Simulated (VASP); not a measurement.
Write the native input for VASP 6.6.1 that does the following.

```
Task                   : single point
Functional             : PBE
Potentials or basis    : VASP PAW PBE potentials, release 64 (Li_sv, Ag, Cl)
Cutoff                 : 520 eV
k mesh                 : 6 × 6 × 4
Occupations            : gaussian, width 0.1 eV
Spin                   : no spin polarisation
Dipole correction      : no
Further INCAR settings : ALGO = Normal; EDIFF = 1e-06; NBANDS = 38
```

The structure of LiAg3Cl3 lies in POSCAR:

```
LiAg3Cl3
1.0
    7.2123755614     -1.7739962416      0.0000000000
    7.2123755614      1.7739962416      0.0000000000
   -2.8825468037      0.0000000000      6.1723058551
Li Ag Cl
1 3 3
Direct
    0.6437225111      0.6437225111      0.6332990186
    0.5985049204      0.5985049204      0.1456256107
    0.3913061680      0.3913061680      0.0520422871
    0.9662899281      0.9662899281      0.8208301294
    0.4675385950      0.4675385950      0.5421868096
    0.1905756119      0.1905756119      0.4660206424
    0.7479185919      0.7479185919      0.0066955021
```

One way to write it, as run:

INCAR

```
SYSTEM = LiAg3Cl3
ALGO = Normal ; EDIFF = 1E-6
ENCUT = 520 ; GGA = PE
ISIF = 2 ; ISMEAR = 0
LASPH = .TRUE. ; LCHARG = .FALSE.
LREAL = .FALSE. ; LWAVE = .FALSE.
NBANDS = 38 ; NELM = 80
PREC = Accurate ; SIGMA = 0.1
```

KPOINTS

```
k-points
0
G
  6 6 4
  0 0 0
```

Potentials or basis: VASP PAW PBE potentials, release 64 (Li_sv, Ag, Cl).

Launch:

```bash
$ cat potpaw_PBE.64/Li_sv/POTCAR potpaw_PBE.64/Ag/POTCAR potpaw_PBE.64/Cl/POTCAR > POTCAR
$ mpirun -np 1 vasp_std > vasp.out
```

It gave:

The largest force is 0.020 eV/Å and the band gap on the k mesh is zero (an odd number of electrons rules out a gap without spin polarisation).

Caveat: an odd number of electrons without spin polarisation forces a metal; a magnetic or distorted state may lie lower.

Run time: 14 min on 1 thread of Intel Xeon 8259CL, on a shared host, peak memory 0.56 GiB.
